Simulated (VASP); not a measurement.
# GaN (F-43m) in VASP: a series of runs

Runs on GaN. Level: PBE. Tasks: single point.

All numbers are computed with VASP 6.6.1; they aren't measurements. Logs are shortened: lines on timing, memory, paths and dates and some standing lists are left out, and cuts for length are marked.

## Step 1: The cell of the first run

Symmetry: F-43m, No. 216, cubic system. Conventional cell: a = 4.548 Å, b = 4.548 Å, c = 4.548 Å, α = 90.00°, β = 90.00°, γ = 90.00°. Ga (site symmetry -43m) has 4 N at 1.97 Å within 2.6 Å. Within 2.6 Å of N (site symmetry -43m) lie 4 Ga at 1.97 Å.

## Step 2: Single point, PBE

Contents of INCAR:

```
SYSTEM = GaN
ALGO     = Normal         ! electronic algorithm
EDIFF    = 1E-6           ! SCF threshold, eV
ENCUT    = 520            ! plane-wave cutoff, eV
GGA      = PE             ! functional
ISIF     = 2              ! what is computed and relaxed
ISMEAR   = 0              ! smearing method
LASPH    = .True.         ! aspherical terms in the spheres
LCHARG   = .False.        ! write CHGCAR
LREAL    = Auto         
LWAVE    = .False.        ! write WAVECAR
NBANDS   = 86             ! bands
NELM     = 100            ! most SCF steps
PREC     = Accurate       ! precision mode
SIGMA    = 0.01           ! smearing width, eV
```

Contents of KPOINTS:

```
k-points
0
Gamma
  4 4 4
  0 0 0
```

Contents of POSCAR:

```
GaN
1.0
    0.0000000000      4.5484769843     -4.5484769843
    4.5484769843      4.5484769843      0.0000000000
    4.5484769843      0.0000000000     -4.5484769843
Ga N
8 8
Direct
    0.0000000000      0.0000000000      0.5000000000
    0.0000000000      0.5000000000      0.5000000000
    0.5000000000      0.0000000000      0.5000000000
    0.5000000000      0.5000000000      0.5000000000
    0.0000000000      0.0000000000      1.0000000000
    0.0000000000      0.5000000000      1.0000000000
    0.5000000000      0.0000000000      1.0000000000
    0.5000000000      0.5000000000      1.0000000000
    0.1250000000      0.1250000000      0.1250000000
    0.1250000000      0.6250000000      0.1250000000
    0.6250000000      0.1250000000      0.1250000000
    0.6250000000      0.6250000000      0.1250000000
    0.1250000000      0.1250000000      0.6250000000
    0.1250000000      0.6250000000      0.6250000000
    0.6250000000      0.1250000000      0.6250000000
    0.6250000000      0.6250000000      0.6250000000
```

Potentials or basis: VASP PAW PBE potentials, release 64 (Ga_d, N).

Launch:

```sh
cat potpaw_PBE.64/Ga_d/POTCAR potpaw_PBE.64/N/POTCAR > POTCAR
mpirun -np 1 vasp_std > vasp.out
```

OUTCAR:

```text
SYSTEM = GaN
   EDIFF = 1E-6
   ENCUT = 520
   GGA = PE
   ISIF = 2
   ISMEAR = 0
   LASPH = .True.
   LREAL = Auto
   NELM = 100
   PREC = Accurate

 ion  position               nearest neighbor table
   1  0.000  0.000  0.500-  13 1.97   9 1.97  14 1.97  15 1.97
   2  0.000  0.500  0.500-  14 1.97  13 1.97  10 1.97  16 1.97
   3  0.500  0.000  0.500-  15 1.97  13 1.97  11 1.97  16 1.97
   4  0.500  0.500  0.500-  16 1.97  14 1.97  15 1.97  12 1.97
   5  0.000  0.000  0.000-   9 1.97  10 1.97  11 1.97  13 1.97
   6  0.000  0.500  0.000-  10 1.97   9 1.97  12 1.97  14 1.97
[... 8 lines left out ...]
  15  0.625  0.125  0.625-   3 1.97   1 1.97   4 1.97   7 1.97
  16  0.625  0.625  0.625-   4 1.97   3 1.97   2 1.97   8 1.97

  LATTYP: Found a face centered cubic cell.
 ALAT       =     9.0969539686

  Lattice vectors:

 A1 = (   0.0000000000,   4.5484769843,  -4.5484769843)
 A2 = (   4.5484769843,   4.5484769843,   0.0000000000)
 A3 = (   4.5484769843,   0.0000000000,  -4.5484769843)

Analysis of symmetry for initial positions (statically):
=====================================================================
 Subroutine PRICEL returns following result:

  LATTYP: Found a face centered cubic cell.
 ALAT       =     4.5484769843

  Lattice vectors:

 A1 = (   0.0000000000,   2.2742384921,  -2.2742384921)
 A2 = (   2.2742384921,   2.2742384921,   0.0000000000)
 A3 = (   2.2742384921,   0.0000000000,  -2.2742384921)

   8 primitive cells build up your supercell.

 Routine SETGRP: Setting up the symmetry group for a
 face centered cubic supercell.

 Subroutine GETGRP returns: Found 24 space group operations
 (whereof 24 operations were pure point group operations)
 out of a pool of 48 trial point group operations.

The static configuration has the point symmetry T_d .

Analysis of symmetry for dynamics (positions and initial velocities):
=====================================================================
 Subroutine PRICEL returns following result:

  LATTYP: Found a face centered cubic cell.
 ALAT       =     4.5484769843

  Lattice vectors:

 A1 = (   0.0000000000,   2.2742384921,  -2.2742384921)
 A2 = (   2.2742384921,   2.2742384921,   0.0000000000)
 A3 = (   2.2742384921,   0.0000000000,  -2.2742384921)

   8 primitive cells build up your supercell.

 Routine SETGRP: Setting up the symmetry group for a
 face centered cubic supercell.

 Subroutine GETGRP returns: Found 24 space group operations
 (whereof 24 operations were pure point group operations)
 out of a pool of 48 trial point group operations.

The dynamic configuration has the point symmetry T_d .

 Subroutine INISYM returns: Found 24 space group operations
 (whereof 24 operations are pure point group operations),
 and found     8 'primitive' translations

----------------------------------------------------------------------------------------

                                     Primitive cell

  volume of cell :      23.5255

  direct lattice vectors                    reciprocal lattice vectors
     0.000000000  2.274238492 -2.274238492    -0.219853811  0.219853811 -0.219853811
     2.274238492  2.274238492  0.000000000     0.219853811  0.219853811  0.219853811
     2.274238492  0.000000000 -2.274238492     0.219853811 -0.219853811 -0.219853811

  length of vectors
     3.216258920  3.216258920  3.216258920     0.380797971  0.380797971  0.380797971

  position of ions in fractional coordinates (direct lattice)
     0.000000000  0.000000000  0.000000000
     0.250000000  0.250000000  0.250000000

  ion indices of the primitive-cell ions
   primitive index   ion index
                 1           1
                 2          13

----------------------------------------------------------------------------------------

 KPOINTS: k-points

Automatic generation of k-mesh.
 Grid dimensions read from file:
 generate k-points for:    4    4    4

 Generating k-lattice:

  Cartesian coordinates                     Fractional coordinates (reciprocal lattice)
    -0.027481726  0.027481726 -0.027481726     0.250000000  0.000000000  0.000000000
     0.027481726  0.027481726  0.027481726     0.000000000  0.250000000  0.000000000
     0.027481726 -0.027481726 -0.027481726     0.000000000  0.000000000  0.250000000

  Length of vectors
     0.047599746  0.047599746  0.047599746

  Shift w.r.t. Gamma in fractional coordinates (k-lattice)
     0.000000000  0.000000000  0.000000000

 Subroutine IBZKPT returns following result:
 ===========================================

 Found      8 irreducible k-points:

 Following reciprocal coordinates:
            Coordinates               Weight
  0.000000  0.000000  0.000000      1.000000
  0.250000  0.000000  0.000000      8.000000
  0.500000  0.000000  0.000000      4.000000
  0.250000  0.250000  0.000000      6.000000
  0.500000  0.250000  0.000000     24.000000
 -0.250000  0.250000  0.000000     12.000000
  0.500000  0.500000  0.000000      3.000000
 -0.250000  0.500000  0.250000      6.000000
   k-points           NKPTS =      8   k-points in BZ     NKDIM =      8   number of bands    NBANDS=     86
   number of dos      NEDOS =    301   number of ions     NIONS =     16
   total plane-waves  NPLWV = 110592
   dimension x,y,z NGX =    48 NGY =   48 NGZ =   48
   dimension x,y,z NGXF=    96 NGYF=   96 NGZF=   96
   ions per type =               8   8
   NGX,Y,Z   is equivalent  to a cutoff of  12.41, 12.41, 12.41 a.u.
   NGXF,Y,Z  is equivalent  to a cutoff of  24.81, 24.81, 24.81 a.u.
 SYSTEM =  GaN
   PREC   = accura    normal or accurate (medium, high low for compatibility)
   ISTART =      0    job   : 0-new  1-cont  2-samecut
   ICHARG =      2    charge: 1-file 2-atom 10-const
   ISPIN  =      1    spin polarized calculation?
   LNONCOLLINEAR =      F non collinear calculations
   LSORBIT =      F    spin-orbit coupling
   LASPH  =      T    aspherical Exc in radial PAW
   ENCUT  =  520.0 eV  38.22 Ry    6.18 a.u.  11.96 11.96 11.96*2*pi/ulx,y,z
   NELM   =    100;   NELMIN=  2; NELMDL= -5     # of ELM steps
   EDIFF  = 0.1E-05   stopping-criterion for ELM
   LREAL  =      T    real-space projection
   EDIFFG = 0.1E-04   stopping-criterion for IOM
   NSW    =      0    number of steps for IOM
   IBRION =     -1    ionic relax: 0-MD 1-quasi-New 2-CG
   NFREE  =      0    steps in history (QN), initial steepest desc. (CG)
   ISIF   =      2    stress and relaxation
   ISYM   =      2    0-nonsym 1-usesym 2-fastsym
   POTIM  = 0.5000    time-step for ionic-motion
   TEBEG  =    0.0;   TEEND  =   0.0 temperature during run
   PSTRESS=    0.0 pullay stress
   NELECT =     144.0000    total number of electrons
   NUPDOWN=      -1.0000    fix difference up-down
   EMIN   =  10.00;   EMAX   =-10.00  energy-range for DOS
   EFERMI =   0.00;   METHOD = LEGACY
   ISMEAR =     0;   SIGMA  =   0.01  broadening in eV -4-tet -1-fermi 0-gaus
   EFERMI_NEDOS =   21; number of points for ismear=-14 and -15
   IALGO  =     38    algorithm
   IMIX   =      4    mixing-type and parameters
     AMIX     =   0.40;   BMIX     =  1.00
     AMIX_MAG =   1.60;   BMIX_MAG =  1.00
  volume/ion in A,a.u.               =      11.76        79.38
  Fermi-wavevector in a.u.,A,eV,Ry     =   1.497337  2.829557 30.504523  2.242019
  Thomas-Fermi vector in A             =   2.609238
   LORBIT       =      0    0 simple, 1 ext, 2 COOP (PROOUT), +10 PAW based schemes
   GGA     = PE    functional components
   LHFCALC =     F    Hartree Fock is set to
   AEXX    =    0.0000 exact exchange contribution
   IVDW    =     0    specifies the selected vdW correction
   LEPSILON=     F    determine dielectric tensor
   LRPA    =     F    only Hartree local field effects (RPA)
 non-spin polarized calculation
 Gauss-broadening in eV      SIGMA  =   0.01
  energy-cutoff  :      520.00
  volume of cell :      188.20
 maximum number of plane-waves:      5104
   NGX = 23   NGY = 23   NGZ = 23

 number of electron     143.9999885 magnetization

 Free energy of the ion-electron system (eV)
  ---------------------------------------------------
  ext. energy  EPLUGINS =         0.00000000
  ---------------------------------------------------
  free energy    TOTEN  =       -97.23002779 eV

  energy without entropy =      -97.23002779  energy(sigma->0) =      -97.23002779

 E-fermi :   5.0368     XC(G=0): -11.5205

 val. band max:        4.9874652094   @ k =   0.0000   0.0000   0.0000
 cond. band min:       6.5343418266   @ k =   0.0000   0.0000   0.0000
 fundamental gap:      1.5468766172
 Fermi energy:         5.0368265442

 k-point     1 :       0.0000    0.0000    0.0000
  band No.  band energies     occupation
      1     -10.7155      2.00000
      2      -9.8986      2.00000
      3      -9.8986      2.00000
      4      -9.8986      2.00000
      5      -9.8986      2.00000
      6      -9.7511      2.00000
[... 76 lines left out ...]
     83      11.4837      0.00000
     84      13.5749      0.00000

 k-point     2 :       0.2500    0.0000    0.0000
  band No.  band energies     occupation
      1     -10.5577      2.00000
      2      -9.9671      2.00000
      3      -9.8684      2.00000
      4      -9.8684      2.00000
      5      -9.8684      2.00000
      6      -9.7636      2.00000
[... 511 lines left out ...]
     83      12.4218      0.00000
     84      12.4218      0.00000

 k-point     8 :      -0.2500    0.5000    0.2500
  band No.  band energies     occupation
      1     -10.0078      2.00000
      2     -10.0078      2.00000
      3     -10.0078      2.00000
      4     -10.0078      2.00000
      5      -9.7805      2.00000
      6      -9.7805      2.00000
[... 76 lines left out ...]
     83      12.3633      0.00000
     84      12.3967      0.00000
 [bands above 84 left out]

------------------------ aborting loop because EDIFF is reached ----------------------------------------

  FORCE on cell =-STRESS in cart. coord.  units (eV):
  Direction    XX          YY          ZZ          XY          YZ          ZX
  --------------------------------------------------------------------------------------
  -------------------------------------------------------------------------------------
  Total        0.0191524      0.0191524      0.0191524     -0.0000000     -0.0000000     -0.0000000
  in kB        0.1630446      0.1630446      0.1630446     -0.0000000     -0.0000000     -0.0000000
  external PRESSURE =       0.1630446 kB  Pullay stress =       0.0000000 kB

 VOLUME and BASIS-vectors are now :
 -----------------------------------------------------------------------------
  energy-cutoff  :      520.00
  volume of cell :      188.20
      direct lattice vectors                 reciprocal lattice vectors
     0.000000000  4.548476984 -4.548476984    -0.109926906  0.109926906 -0.109926906
     4.548476984  4.548476984  0.000000000     0.109926906  0.109926906  0.109926906
     4.548476984  0.000000000 -4.548476984     0.109926906 -0.109926906 -0.109926906

 POSITION                                       TOTAL-FORCE (eV/Angst)
 -----------------------------------------------------------------------------------
      2.27424      0.00000     -2.27424        -0.000000     -0.000000     -0.000000
      4.54848      2.27424     -2.27424        -0.000000     -0.000000     -0.000000
      2.27424      2.27424     -4.54848        -0.000000     -0.000000     -0.000000
      4.54848      4.54848     -4.54848        -0.000000     -0.000000     -0.000000
      0.00000      0.00000      0.00000        -0.000000     -0.000000     -0.000000
      2.27424      2.27424      0.00000        -0.000000     -0.000000     -0.000000
[... 8 lines left out ...]
      3.41136      3.41136     -5.68560         0.000000      0.000000      0.000000
      5.68560      5.68560     -5.68560         0.000000      0.000000     -0.000000
 -----------------------------------------------------------------------------------
    total drift:                                0.000013      0.000010     -0.000013

  FREE ENERGIE OF THE ION-ELECTRON SYSTEM (eV)
  ---------------------------------------------------
  free  energy   TOTEN  =       -97.2300277938 eV

  energy  without entropy=      -97.2300277938  energy(sigma->0) =      -97.23002779
```

Run time: 3 min. Hardware: 1 thread of AMD EPYC 9R45 (Zen 5), shared host; peak memory 0.34 GiB.

Results:

* Free energy: -97.2300 eV
* Pressure: 0.0 GPa
* Band gap on the k mesh: 1.55 eV

Levels at points of the mesh, in eV from the valence-band top:
```csv
k point,band 70,band 71,band 72,band 73,band 74,band 75
"(0.00, 0.00, 0.00)",0.00,0.00,0.00,1.55,3.34,3.34
"(0.50, 0.00, 0.00)",-0.50,-0.50,-0.50,3.89,3.89,5.31
"(0.50, 0.50, 0.00)",-0.99,-0.99,-0.99,4.47,4.47,6.17
```

## Step 3: Single point, PBE

This run uses another cell than the first one: it holds 32 atoms, not 16.

Contents of INCAR:

```
SYSTEM = GaN
PREC = Accurate ; ENCUT = 600
EDIFF = 1E-6 ; ISMEAR = 0
SIGMA = 0.01 ; LREAL = Auto
LASPH = .TRUE. ; NELM = 120
ALGO = Normal ; ISIF = 2
LWAVE = .FALSE. ; LCHARG = .FALSE.
GGA = PE ; NBANDS = 166
GGA_COMPAT = .FALSE.
```

Contents of KPOINTS:

```
Automatic mesh
0
G
  3 3 3
  0 0 0
```

Contents of POSCAR:

```
GaN
1.0
   -4.5484769755      4.5484769755      4.5484769755
    4.5484769755     -4.5484769755      4.5484769755
    4.5484769755      4.5484769755     -4.5484769755
Ga N
16 16
Direct
    0.5000000000      0.0000000000      0.5000000000
    0.5000000000      0.2500000000      0.2500000000
    0.5000000000      0.5000000000      0.0000000000
    0.7500000000      0.7500000000      0.5000000000
    0.5000000000      0.7500000000      0.7500000000
    0.7500000000      0.0000000000      0.2500000000
    0.7500000000      0.2500000000      0.0000000000
    0.0000000000      0.5000000000      0.5000000000
    0.7500000000      0.5000000000      0.7500000000
    0.0000000000      0.7500000000      0.2500000000
    0.0000000000      0.0000000000      0.0000000000
    0.2500000000      0.2500000000      0.5000000000
    0.0000000000      0.2500000000      0.7500000000
    0.2500000000      0.5000000000      0.2500000000
    0.2500000000      0.7500000000      0.0000000000
    0.2500000000      0.0000000000      0.7500000000
    0.7500000000      0.0000000000      0.5000000000
    0.7500000000      0.2500000000      0.2500000000
    0.7500000000      0.5000000000      0.0000000000
    0.0000000000      0.7500000000      0.5000000000
    0.7500000000      0.7500000000      0.7500000000
    0.0000000000      0.0000000000      0.2500000000
    0.0000000000      0.2500000000      0.0000000000
    0.2500000000      0.5000000000      0.5000000000
    0.0000000000      0.5000000000      0.7500000000
    0.2500000000      0.7500000000      0.2500000000
    0.2500000000      0.0000000000      0.0000000000
    0.5000000000      0.2500000000      0.5000000000
    0.2500000000      0.2500000000      0.7500000000
    0.5000000000      0.5000000000      0.2500000000
    0.5000000000      0.7500000000      0.0000000000
    0.5000000000      0.0000000000      0.7500000000
```

Potentials or basis: VASP PAW PBE potentials, release 64 (Ga_d, N).

Launch:

```sh
cat potpaw_PBE.64/Ga_d/POTCAR potpaw_PBE.64/N/POTCAR > POTCAR
mpirun -np 1 vasp_std > vasp.out
```

Wall time 8.2 min (1 thread of Intel Xeon 6975P-C (Granite Rapids), shared host); peak memory 0.66 GiB.

Results (log left out):

- Free energy: -194.4855 eV
- Pressure: -0.1 GPa
- Band gap on the k mesh: 1.55 eV

Levels at points of the mesh, in eV from the valence-band top:
```csv
k point,band 141,band 142,band 143,band 144,band 145,band 146,band 147,band 148
"(0.00, 0.00, 0.00)",-0.99,0.00,0.00,0.00,1.55,3.34,3.34,3.34
```
